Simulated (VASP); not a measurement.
# AlN (Fm-3m) in VASP: notebook, part 2 of 2

VASP 6.6.1.

## Step 5: Single point, PBEsol

File INCAR:

```
ALGO     = Normal         # electronic algorithm
EDIFF    = 1E-6           # SCF threshold, eV
ENCUT    = 600            # plane-wave cutoff, eV
GGA      = PS             # functional
GGA_COMPAT= False        
ISIF     = 2              # what is computed and relaxed
ISMEAR   = 0              # smearing method
LASPH    = True           # aspherical terms in the spheres
LCHARG   = True           # write CHGCAR
LELF     = True           # ELF
LREAL    = False          # projectors in reciprocal space
LVHAR    = True         
LWAVE    = False          # write WAVECAR
NBANDS   = 11             # bands
NELM     = 120            # most SCF steps
PREC     = Accurate       # precision mode
SIGMA    = 0.02           # smearing width, eV
```

File KPOINTS:

```
k-points
0
Gamma
  10 10 10
```

File POSCAR:

```
AlN
1.0
    0.0000000000      2.0226211034      2.0226211034
    2.0226211034      0.0000000000      2.0226211034
    2.0226211034      2.0226211034      0.0000000000
Al N
1 1
Direct
    0.0000000000      0.0000000000      0.0000000000
    0.5000000000      0.5000000000      0.5000000000
```

Potentials or basis: VASP PAW PBE potentials, release 64 (Al, N).

The run is started by

```
$ cat potpaw_PBE.64/Al/POTCAR potpaw_PBE.64/N/POTCAR > POTCAR
$ mpirun -np 1 vasp_std > vasp.out
```

OUTCAR:

```text
EDIFF = 1E-6
   ENCUT = 600
   GGA = PS
   ISIF = 2
   ISMEAR = 0
   LASPH = True
   LREAL = False
   NELM = 120
   PREC = Accurate

 ion  position               nearest neighbor table
   1  0.000  0.000  0.000-   2 2.02   2 2.02   2 2.02   2 2.02   2 2.02   2 2.02
   2  0.500  0.500  0.500-   1 2.02   1 2.02   1 2.02   1 2.02   1 2.02   1 2.02

  LATTYP: Found a face centered cubic cell.
 ALAT       =     4.0452422068

  Lattice vectors:

 A1 = (   0.0000000000,   2.0226211034,   2.0226211034)
[... 522 lines left out ...]
------------------------ aborting loop because EDIFF is reached ----------------------------------------

  FORCE on cell =-STRESS in cart. coord.  units (eV):
  Direction    XX          YY          ZZ          XY          YZ          ZX
  --------------------------------------------------------------------------------------
  -------------------------------------------------------------------------------------
  Total       -0.0260746     -0.0260746     -0.0260746      0.0000000      0.0000000      0.0000000
  in kB       -2.5243827     -2.5243827     -2.5243827      0.0000000      0.0000000      0.0000000
  external PRESSURE =      -2.5243827 kB  Pullay stress =       0.0000000 kB

 VOLUME and BASIS-vectors are now :
 -----------------------------------------------------------------------------
  energy-cutoff  :      600.00
  volume of cell :       16.55
      direct lattice vectors                 reciprocal lattice vectors
     0.000000000  2.022621103  2.022621103    -0.247203987  0.247203987  0.247203987
     2.022621103  0.000000000  2.022621103     0.247203987 -0.247203987  0.247203987
     2.022621103  2.022621103  0.000000000     0.247203987  0.247203987 -0.247203987

 POSITION                                       TOTAL-FORCE (eV/Angst)
 -----------------------------------------------------------------------------------
      0.00000      0.00000      0.00000         0.000000     -0.000000     -0.000000
      2.02262      2.02262      2.02262        -0.000000      0.000000      0.000000
 -----------------------------------------------------------------------------------
    total drift:                               -0.000000     -0.000000      0.000000

  FREE ENERGIE OF THE ION-ELECTRON SYSTEM (eV)
  ---------------------------------------------------
  free  energy   TOTEN  =       -15.4507129365 eV

  energy  without entropy=      -15.4507129365  energy(sigma->0) =      -15.45071294
```

stdout:

```text
POSCAR found type information on POSCAR AlN
 POSCAR found :  2 types and       2 ions
 scaLAPACK will be used
 -----------------------------------------------------------------------------
|                                                                             |
|                                                                             |
|     You enforced a specific xc type in the INCAR file but a different       |
|     I HOPE YOU KNOW WHAT YOU ARE DOING!                                     |
|                                                                             |
 -----------------------------------------------------------------------------

 LDA part: xc-table for (Slater+PW92), standard interpolation
 POSCAR, INCAR and KPOINTS ok, starting setup
 FFT: planning ... GRIDC
 FFT: planning ... GRID_SOFT
 FFT: planning ... GRID
 WAVECAR not read
 entering main loop
```

Run time: 5.9 s. Hardware: 1 thread of AMD EPYC 9R45 (Zen 5), shared host; peak memory 0.11 GiB.

Results:

```yaml
Free_energy: -15.4507 eV
Pressure: -0.3 GPa
Band_gap_on_the_k_mesh: 4.54 eV, indirect (least direct gap 5.65 eV)
```

Caveat: the PAW data sets were made with another functional, which shifts forces and pressure a little. A k mesh can miss the band edges.

## Step 6: Single point, r2SCAN

POSCAR is that of step 5.

File INCAR.step1:

```
SYSTEM = AlN
  PREC = Accurate
  ENCUT = 660
  ISMEAR = 0
  SIGMA = 0.02
  LREAL = .False.
  LASPH = .True.
  NELM = 120
  NBANDS = 11
  GGA = PE
  ALGO = Normal
  EDIFF = 1E-5
  LWAVE = .True.
  LCHARG = .False.
  GGA_COMPAT = .False.
```

File INCAR.step2:

```
SYSTEM = AlN
  PREC = Accurate
  ENCUT = 660
  EDIFF = 1E-6
  ISMEAR = 0
  SIGMA = 0.02
  LREAL = .False.
  LASPH = .True.
  NELM = 120
  ALGO = Normal
  ISIF = 2
  LWAVE = .False.
  LCHARG = .True.
  METAGGA = R2SCAN
  LMIXTAU = .True.
  LELF = .True.
  LVHAR = .True.
  NBANDS = 11
  ISTART = 1
  GGA_COMPAT = .False.
```

File KPOINTS:

```
Automatic mesh
0
Gamma
  10 10 10
  0 0 0
```

Potentials or basis: VASP PAW PBE potentials, release 64 (Al, N).

The run is started by

```
$ cat potpaw_PBE.64/Al/POTCAR potpaw_PBE.64/N/POTCAR > POTCAR
$ cp INCAR.step1 INCAR
$ mpirun -np 1 vasp_std > vasp.out
$ cp INCAR.step2 INCAR
$ mpirun -np 1 vasp_std > vasp.out
```

Wall time 28 s (1 thread of AMD EPYC 9R45 (Zen 5), shared host); peak memory 0.11 GiB.

Results (log left out):

| Quantity | Value |
| --- | --- |
| Free energy | -18.8955 eV |
| Pressure | -2.2 GPa |
| Band gap on the k mesh | 5.47 eV, indirect (least direct gap 6.50 eV) |

Levels at points of the mesh, in eV from the valence-band top:
```tsv
k point	band 2	band 3	band 4	band 5	band 6	band 7
(0.00, 0.00, 0.00)	0.00	0.00	0.00	6.50	12.91	12.91
(0.50, 0.00, 0.00)	-8.43	-1.15	-1.15	6.90	11.89	11.89
(0.50, 0.50, 0.00)	-7.54	-2.89	-2.89	5.47	5.98	15.35
```

Caveat: the PAW data sets were made with another functional, which shifts forces and pressure a little.

## Step 7: Overview

```tsv
task	level	cell	k mesh	cutoff (eV)	smearing	gap on the mesh (eV)	pressure (GPa)
single point	PBEsol	a = 2.860 Å, angles 60.0°, 2 atoms	10 × 10 × 10	520	gaussian 0.02 eV	4.54	-0.1
relaxation of cell and atoms	PBEsol	relaxed from a = 2.877 Å, angles 60.0°, 2 atoms	10 × 10 × 10	600	gaussian 0.02 eV	4.55	0.0
single point	PBEsol	a = 2.877 Å, angles 60.0°, 2 atoms	8 × 8 × 8	600	gaussian 0.1 eV	4.37	-4.7
single point	PBEsol	a = 2.860 Å, angles 60.0°, 2 atoms	10 × 10 × 10	600	gaussian 0.02 eV	4.54	-0.3
single point	r2SCAN	a = 2.860 Å, angles 60.0°, 2 atoms	10 × 10 × 10	660	gaussian 0.02 eV	5.47	-2.2
```

Alike in all rows: potentials or basis VASP PAW PBE potentials, release 64 (Al, N); no spin polarisation.

On the cell as given the gap runs from 4.54 eV (PBEsol) to 5.47 eV (r2SCAN). The pressure there spans -2.2 GPa (r2SCAN) to -0.1 GPa (PBEsol); a positive pressure means that this level wants a larger cell, a negative one a smaller.

Caveats: the PAW data sets were made with another functional, which shifts forces and pressure a little.

Absolute energies hang on the potentials; compare differences alone.
